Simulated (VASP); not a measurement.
# ZrC (rock salt type): single point with PBE

ZrC (rock salt type):

```
Zr C
1.0
     0.00000    2.35500    2.35500
     2.35500    0.00000    2.35500
     2.35500    2.35500    0.00000
Zr C
1 1
Direct
  0.00735 0.00735 0.00735
  0.50000 0.50000 0.50000
```

```yaml
Program: VASP 6.6.1
Task: single point
Functional: PBE
Potentials_or_basis: VASP PAW PBE potentials, release 64 (Zr_sv, C)
Cutoff: 520 eV
k_mesh: 4 × 4 × 4
Occupations: fermi-dirac, width 0.1 eV
Spin: no spin polarisation
```

The pressure is -0.1 GPa and the largest force is 0.434 eV/Å. The band gap on the k mesh is zero (band 8 reaches 10.27 eV, above the bottom of band 9 at 9.32 eV).

Forces in eV/Å, atoms in the order of the input:
```
Zr  -0.251 -0.251 -0.251
C    0.251  0.251  0.251
```

Stress tensor (GPa, compression positive):
```
-0.09 -0.27 -0.27
-0.27 -0.09 -0.27
-0.27 -0.27 -0.09
```

Levels at points of the mesh, in eV from the Fermi level:
```tsv
k point	band 6	band 7	band 8	band 9	band 10	band 11
(0.00, 0.00, 0.00)	0.67	0.81	0.81	1.29	1.29	1.51
(0.50, 0.00, 0.00)	-5.20	-2.84	-2.83	4.56	4.56	5.37
(0.50, 0.50, 0.50)	-5.20	-2.85	-2.85	4.57	4.57	5.36
(0.50, 0.50, 0.00)	-2.01	-1.70	0.09	0.16	4.53	5.72
```

Wall time 4.4 s on 1 thread of Intel(R) Xeon(R) 6975P-C (Granite Rapids) (shared host), peak memory 0.15 GiB.

Caveat: the k points lie up to 0.58 Å⁻¹ apart.
